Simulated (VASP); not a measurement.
# ZrC (P-3m1) in VASP: single point with PBE

Aim: the single point of ZrC with PBE.

All numbers are computed with VASP 6.6.1; they aren't measurements. Logs are shortened: lines on timing, memory, paths and dates and some standing lists are left out, and cuts for length are marked.

### Step 1. The cell of the first run

Symmetry: P-3m1, No. 164, trigonal system. Conventional cell: a = 3.334 Å, b = 3.334 Å, c = 13.566 Å, α = 90.00°, β = 90.00°, γ = 120.00°. Zr (site symmetry 3m) has 6 C at 2.36 to 2.37 Å within 3.1 Å. Zr (site symmetry 3m) has 6 C at 2.34 to 2.35 Å within 3.1 Å. Zr (site symmetry -3m) has 6 C at 2.35 Å within 3.1 Å. Within 3.1 Å of C (site symmetry -3m) lie 6 Zr at 2.36 Å and 2 C at 2.75 Å. Within 3.1 Å of C (site symmetry 3m) lie 6 Zr at 2.34 to 2.37 Å and 1 C at 2.75 Å. C (site symmetry 3m) has 6 Zr at 2.35 Å within 3.1 Å.

### Step 2. Single point, PBE

Contents of INCAR:

```
SYSTEM = ZrC
PREC     = Accurate       ! precision mode
ENCUT    = 520            ! plane-wave cutoff, eV
EDIFF    = 1E-6           ! SCF threshold, eV
ISMEAR   = 0              ! smearing method
SIGMA    = 0.1            ! smearing width, eV
LREAL    = .False.        ! projectors in reciprocal space
LASPH    = .True.         ! aspherical terms in the spheres
NELM     = 100            ! most SCF steps
ALGO     = Normal         ! electronic algorithm
ISIF     = 2              ! what is computed and relaxed
LWAVE    = .False.        ! write WAVECAR
LCHARG   = .False.        ! write CHGCAR
GGA      = PE             ! functional
NBANDS   = 51             ! bands
```

Contents of KPOINTS:

```
Automatic mesh
0
Gamma
  12 12 4
  0 0 0
```

Contents of POSCAR:

```
ZrC
1.0
    3.3337158655      0.0000000000      0.0000000000
   -1.6668579328      2.8870826286      0.0000000000
    0.0000000000      0.0000000000     13.5661889609
Zr C
5 5
Direct
    0.0000000000      0.0000000000     -0.0002380032
    0.3333333333      0.6666666667      0.2002380032
    0.0000000000      0.0000000000      0.4008419397
    0.6666666667      0.3333333333      0.6000000000
    0.3333333333      0.6666666667      0.7991580603
    0.6666666667      0.3333333333      0.1000000000
    0.6666666667      0.3333333333      0.3024728132
    0.3333333333      0.6666666667      0.5004191832
    0.0000000000      0.0000000000      0.6995808168
    0.6666666667      0.3333333333      0.8975271868
```

Potentials or basis: VASP PAW PBE potentials, release 64 (Zr_sv, C).

Command:

```bash
$ cat potpaw_PBE.64/Zr_sv/POTCAR potpaw_PBE.64/C/POTCAR > POTCAR
$ mpirun -np 1 vasp_std > vasp.out
```

OUTCAR:

```text
SYSTEM = ZrC
   PREC = Accurate
   ENCUT = 520
   EDIFF = 1E-6
   ISMEAR = 0
   LREAL = .False.
   LASPH = .True.
   NELM = 100
   ISIF = 2
   GGA = PE

 ion  position               nearest neighbor table
   1  0.000  0.000  1.000-   6 2.36   6 2.36   6 2.36  10 2.37  10 2.37  10 2.37   2 3.33   2 3.33
                             2 3.33   5 3.33   5 3.33   5 3.33
   2  0.333  0.667  0.200-   6 2.36   6 2.36   6 2.36   7 2.37   7 2.37   7 2.37   1 3.33   1 3.33
                             1 3.33   3 3.33   3 3.33   3 3.33
   3  0.000  0.000  0.401-   7 2.34   7 2.34   7 2.34   8 2.35   8 2.35   8 2.35   4 3.32   4 3.32
                             4 3.32   2 3.33   2 3.33   2 3.33
   4  0.667  0.333  0.600-   8 2.35   9 2.35   8 2.35   9 2.35   9 2.35   8 2.35   5 3.32   3 3.32
                             5 3.32   3 3.32   3 3.32   5 3.32
   5  0.333  0.667  0.799-  10 2.34  10 2.34  10 2.34   9 2.35   9 2.35   9 2.35   4 3.32   4 3.32
                             4 3.32   1 3.33   1 3.33   1 3.33
   6  0.667  0.333  0.100-   2 2.36   1 2.36   2 2.36   1 2.36   1 2.36   2 2.36
   7  0.667  0.333  0.302-   3 2.34   3 2.34   3 2.34   2 2.37   2 2.37   2 2.37
   8  0.333  0.667  0.500-   3 2.35   3 2.35   3 2.35   4 2.35   4 2.35   4 2.35
   9  0.000  0.000  0.700-   5 2.35   5 2.35   5 2.35   4 2.35   4 2.35   4 2.35
  10  0.667  0.333  0.898-   5 2.34   5 2.34   5 2.34   1 2.37   1 2.37   1 2.37

  LATTYP: Found a hexagonal cell.
 ALAT       =     3.3337158655
 C/A-ratio  =     4.0693896865

  Lattice vectors:

 A1 = (   3.3337158655,   0.0000000000,   0.0000000000)
 A2 = (  -1.6668579328,   2.8870826286,   0.0000000000)
 A3 = (   0.0000000000,   0.0000000000,  13.5661889609)

Analysis of symmetry for initial positions (statically):
=====================================================================
 Subroutine PRICEL returns:
 Original cell was already a primitive cell.

 Routine SETGRP: Setting up the symmetry group for a
 hexagonal supercell.

 Subroutine GETGRP returns: Found 12 space group operations
 (whereof  6 operations were pure point group operations)
 out of a pool of 24 trial point group operations.

The static configuration has the point symmetry C_3v.
 The point group associated with its full space group is D_3d.

Analysis of symmetry for dynamics (positions and initial velocities):
=====================================================================
 Subroutine PRICEL returns:
 Original cell was already a primitive cell.

 Routine SETGRP: Setting up the symmetry group for a
 hexagonal supercell.

[... 132 lines left out ...]
   NELECT =      80.0000    total number of electrons
   NUPDOWN=      -1.0000    fix difference up-down
   EMIN   =  10.00;   EMAX   =-10.00  energy-range for DOS
   EFERMI =   0.00;   METHOD = LEGACY
   ISMEAR =     0;   SIGMA  =   0.10  broadening in eV -4-tet -1-fermi 0-gaus
   EFERMI_NEDOS =   21; number of points for ismear=-14 and -15
   IALGO  =     38    algorithm
   IMIX   =      4    mixing-type and parameters
     AMIX     =   0.40;   BMIX     =  1.00
     AMIX_MAG =   1.60;   BMIX_MAG =  1.00
  volume/ion in A,a.u.               =      13.06        88.11
  Fermi-wavevector in a.u.,A,eV,Ry     =   1.390453  2.627575 26.304949  1.933359
  Thomas-Fermi vector in A             =   2.514386
   LORBIT       =      0    0 simple, 1 ext, 2 COOP (PROOUT), +10 PAW based schemes
   GGA     = PE    functional components
   LHFCALC =     F    Hartree Fock is set to
   AEXX    =    0.0000 exact exchange contribution
   IVDW    =     0    specifies the selected vdW correction
   LEPSILON=     F    determine dielectric tensor
   LRPA    =     F    only Hartree local field effects (RPA)
 non-spin polarized calculation
 Gauss-broadening in eV      SIGMA  =   0.10
  energy-cutoff  :      520.00
  volume of cell :      130.57
 maximum number of plane-waves:      3536
 NGX is ok and might be reduce to    28
   NGX = 13   NGY = 13   NGZ = 51

 number of electron      80.0000000 magnetization

 Free energy of the ion-electron system (eV)
  ---------------------------------------------------
  ext. energy  EPLUGINS =         0.00000000
  ---------------------------------------------------
  free energy    TOTEN  =       -96.47781157 eV

  energy without entropy =      -96.46816200  energy(sigma->0) =      -96.47298679

 E-fermi :   9.5809     XC(G=0): -12.1026

 val. band max:        9.5032239504   @ k =   0.0833   0.0833   0.2500
 cond. band min:       9.5907857510   @ k =   0.1667   0.1667   0.5000
 fundamental gap:      0.0875618006
 Fermi energy:         9.5808766516

 k-point     1 :       0.0000    0.0000    0.0000
  band No.  band energies     occupation
      1     -38.6599      2.00000
      2     -38.6113      2.00000
      3     -38.4486      2.00000
      4     -38.4052      2.00000
      5     -38.3747      2.00000
      6     -17.0805      2.00000
[... 1285 lines left out ...]
     50      13.2302      0.00000
     51      13.5695      0.00000

 [... further k-points ...]

------------------------ aborting loop because EDIFF is reached ----------------------------------------

  FORCE on cell =-STRESS in cart. coord.  units (eV):
  Direction    XX          YY          ZZ          XY          YZ          ZX
  --------------------------------------------------------------------------------------
  -------------------------------------------------------------------------------------
  Total        0.2006823      0.2006823      0.1966563     -0.0000000      0.0000000     -0.0000000
  in kB        2.4624876      2.4624876      2.4130855     -0.0000000      0.0000000     -0.0000000
  external PRESSURE =       2.4460202 kB  Pullay stress =       0.0000000 kB

 VOLUME and BASIS-vectors are now :
 -----------------------------------------------------------------------------
  energy-cutoff  :      520.00
  volume of cell :      130.57
      direct lattice vectors                 reciprocal lattice vectors
     3.333715865  0.000000000  0.000000000     0.299965576  0.173185206  0.000000000
    -1.666857933  2.887082629  0.000000000     0.000000000  0.346370412  0.000000000
     0.000000000  0.000000000 13.566188961     0.000000000  0.000000000  0.073712669

 POSITION                                       TOTAL-FORCE (eV/Angst)
 -----------------------------------------------------------------------------------
      0.00000      0.00000     13.56296         0.000000      0.000000     -0.002165
     -0.00000      1.92472      2.71647        -0.000000      0.000000      0.002165
      0.00000      0.00000      5.43790        -0.000000      0.000000     -0.001025
      1.66686      0.96236      8.13971         0.000000      0.000000      0.000000
     -0.00000      1.92472     10.84153         0.000000      0.000000      0.001025
      1.66686      0.96236      1.35662        -0.000000      0.000000      0.000000
      1.66686      0.96236      4.10340        -0.000000     -0.000000     -0.000741
     -0.00000      1.92472      6.78878        -0.000000      0.000000     -0.000293
      0.00000      0.00000      9.49065        -0.000000      0.000000      0.000293
      1.66686      0.96236     12.17602         0.000000     -0.000000      0.000741
 -----------------------------------------------------------------------------------
    total drift:                                0.000000     -0.000000      0.000002

  FREE ENERGIE OF THE ION-ELECTRON SYSTEM (eV)
  ---------------------------------------------------
  free  energy   TOTEN  =       -96.4778115745 eV

  energy  without entropy=      -96.4681620004  energy(sigma->0) =      -96.47298679
```

OSZICAR:

```text
N       E                     dE             d eps       ncg     rms          rms(c)
DAV:   1     0.752057718360E+03    0.75206E+03   -0.42529E+04  7038   0.159E+03
DAV:   2    -0.393537478396E+02   -0.79141E+03   -0.75785E+03  8005   0.450E+02
DAV:   3    -0.109612101332E+03   -0.70258E+02   -0.68602E+02 10796   0.107E+02
DAV:   4    -0.113998426565E+03   -0.43863E+01   -0.43802E+01 10428   0.238E+01
DAV:   5    -0.114194809359E+03   -0.19638E+00   -0.19635E+00 10212   0.482E+00    0.454E+01
DAV:   6    -0.969574907501E+02    0.17237E+02   -0.11363E+02  8098   0.342E+01    0.185E+01
DAV:   7    -0.965134071663E+02    0.44408E+00   -0.10310E+01  9628   0.108E+01    0.108E+01
DAV:   8    -0.966001135735E+02   -0.86706E-01   -0.97596E-01  9697   0.776E+00    0.173E+00
DAV:   9    -0.964806931234E+02    0.11942E+00   -0.40005E-01  9209   0.432E+00    0.995E-01
DAV:  10    -0.964807706464E+02   -0.77523E-04   -0.18029E-01  8668   0.166E+00    0.636E-01
DAV:  11    -0.964783768592E+02    0.23938E-02   -0.17541E-02  9732   0.618E-01    0.359E-01
DAV:  12    -0.964778203222E+02    0.55654E-03   -0.62013E-03  9332   0.342E-01    0.106E-01
DAV:  13    -0.964778188408E+02    0.14814E-05   -0.31504E-04 10092   0.781E-02    0.299E-02
DAV:  14    -0.964778070243E+02    0.11817E-04   -0.38143E-05  9988   0.349E-02    0.200E-02
DAV:  15    -0.964778119395E+02   -0.49152E-05   -0.12500E-05  9156   0.183E-02    0.654E-03
DAV:  16    -0.964778115745E+02    0.36495E-06   -0.10713E-06  5540   0.492E-03
   1 F= -.96477812E+02 E0= -.96472987E+02  d E =-.964957E-02
```

Run time: 7.3 min. Hardware: 1 thread of Intel Xeon Platinum 8488C (Sapphire Rapids), shared host; peak memory 0.48 GiB.

Results:

- Free energy: -96.4778 eV
- Pressure: 0.2 GPa
- Band gap on the k mesh: zero (bands 40 and 41 overlap by 1.15 eV)

Forces in eV/Å, atoms in the order of the input:
```
Zr   0.000  0.000 -0.002
Zr   0.000  0.000  0.002
Zr   0.000  0.000 -0.001
Zr   0.000  0.000  0.000
Zr   0.000  0.000  0.001
C    0.000  0.000  0.000
C    0.000  0.000 -0.001
C    0.000  0.000  0.000
C    0.000  0.000  0.000
C    0.000  0.000  0.001
```

The gap in the log of VASP goes by the Fermi energy; the results here count the filled bands.